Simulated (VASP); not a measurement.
Set up this calculation in VASP 6.6.1, as the native input.

| Property | Result |
| --- | --- |
| Task | single point |
| Functional | PBE |
| Potentials or basis | VASP PAW PBE potentials, release 64 (B, As) |
| Cutoff | 520 eV |
| k mesh | 15 × 15 × 15 |
| Occupations | fermi-dirac, width 0.05 eV |
| Spin | no spin polarisation |
| Dipole correction | no |
| Further INCAR settings | ALGO = Normal; EDIFF = 1e-07; NBANDS = 11 |

The structure of BAs (CsCl type) lies in POSCAR:

```
BAs
1.0
    2.8156175929      0.0000000000      0.0000000000
    0.0000000000      2.8156175929      0.0000000000
    0.0000000000      0.0000000000      2.8156175929
B As
1 1
Direct
    0.0000000000      0.0000000000      0.0000000000
    0.5000000000      0.5000000000      0.5000000000
```

This cell differs from its parent crystal: volume scaled by 0.88.

One way to write it, as run:

INCAR

```
PREC = Accurate
ENCUT = 520
EDIFF = 1E-7
ISMEAR = -1
SIGMA = 0.05
LREAL = False
LASPH = True
NELM = 100
ALGO = Normal
ISIF = 2
LWAVE = False
LCHARG = False
GGA = PE
NBANDS = 11
```

KPOINTS

```
Automatic mesh
0
Gamma
  15 15 15
```

Potentials or basis: VASP PAW PBE potentials, release 64 (B, As).

Run with:

```bash
$ cat potpaw_PBE.64/B/POTCAR potpaw_PBE.64/As/POTCAR > POTCAR
$ mpirun -np 1 vasp_std > vasp.out
```

It gave:

The pressure is 17.8 GPa and the band gap on the k mesh is zero (band 4 reaches 11.39 eV, above the bottom of band 5 at 5.85 eV).

Wall time 29 s on 1 thread of Intel Xeon 8259CL (shared host), peak memory 0.16 GiB.
